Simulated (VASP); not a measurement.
Wanted: the native input for a VASP 6.6.1 run.

```yaml
Task: single point
Functional: PBE
Potentials_or_basis: VASP PAW PBE potentials, release 64 (Ca_sv)
Cutoff: 520 eV
k_mesh: 9 × 9 × 7
Occupations: fermi-dirac, width 0.08 eV
Spin: no spin polarisation
Dipole_correction: no
Further_INCAR_settings: ALGO = Normal; EDIFF = 1e-06; NBANDS = 17
```

The structure of Ca lies in POSCAR:

```
Ca
1.0
    2.7627070339      2.7627070339      0.0000000000
   -2.7627070339      2.7627070339      0.0000000000
    0.0000000000      0.0000000000      5.5254140678
Ca
2
Direct
    0.0000000000      0.0000000000      0.0000000000
    0.5000000000      0.5000000000      0.5000000000
```

These files were run (other wordings do the same):

INCAR

```
SYSTEM = Ca
PREC = Accurate
ENCUT = 520
EDIFF = 1E-6
ISMEAR = -1
SIGMA = 0.08
LREAL = .FALSE.
LASPH = .TRUE.
NELM = 100
ALGO = Normal
ISIF = 2
LWAVE = .FALSE.
LCHARG = .FALSE.
GGA = PE
NBANDS = 17
```

KPOINTS

```
Automatic mesh
0
G
  9 9 7
  0 0 0
```

Potentials or basis: VASP PAW PBE potentials, release 64 (Ca_sv).

The run is started by

```console
$ cat potpaw_PBE.64/Ca_sv/POTCAR > POTCAR
$ mpirun -np 1 vasp_std > vasp.out
```

Results of the run:

* Pressure: 0.0 GPa
* Band gap on the k mesh: zero (band 10 reaches 2.13 eV, above the bottom of band 11 at 1.83 eV)

Run time: 57 s on 1 thread of Intel(R) Xeon(R) Platinum 8259CL CPU @ 2.50GHz (Skylake/Cascade Lake), with other jobs on the host, peak memory 0.22 GiB.
